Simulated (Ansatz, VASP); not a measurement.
**W in VASP and in Ansatz**

The input INCAR:

```
  ALGO = Normal
  EDIFF = 1E-6
  ENCUT = 520
  GGA = PE
  ISIF = 2
  ISMEAR = -1
  LASPH = True
  LCHARG = True
  LELF = True
  LREAL = False
  LVHAR = True
  LWAVE = False
  NBANDS = 13
  NELM = 100
  PREC = Accurate
  SIGMA = 0.1
```

File KPOINTS:

```
k-points
0
Gamma
  13 13 13
```

POSCAR

```
W
1.0
   -1.6099897893      1.6099897893      1.6099897893
    1.6099897893     -1.6099897893      1.6099897893
    1.6099897893      1.6099897893     -1.6099897893
W
1
Direct
    0.0000000000      0.0000000000      0.0000000000
```

Input for Ansatz:

```yaml
crystal:
  lattice:
    - [-1.609989789303149, 1.609989789303149, 1.609989789303149]
    - [1.609989789303149, -1.609989789303149, 1.609989789303149]
    - [1.609989789303149, 1.609989789303149, -1.609989789303149]
  atoms:
    - { symbol: W, position: [0.0, 0.0, 0.0] }
basis:
  ecutwfc: 489.804952427784
kpoints:
  mp_grid:
    grid: [13, 13, 13]
hamiltonian:
  xc: pbe
scf:
  occupations:
    method: fermi_dirac
output:
  stress: true
```

Alike in both runs: task single point; functional PBE; k mesh 13 × 13 × 13; no spin polarisation.

```csv
,VASP,Ansatz
version,VASP 6.6.1,Ansatz 0.2.0
potentials or method,"VASP PAW PBE potentials, release 64 (W_sv), cutoff 520 eV","plane waves, PAW"
occupations,"fermi-dirac, width 0.1 eV",fermi-dirac
valence electrons in the cell,14,14
```

```csv
,VASP,Ansatz,Ansatz less VASP
pressure (GPa),-9.4,-9.8,-0.39
```

Neither program's run includes spin-orbit coupling.
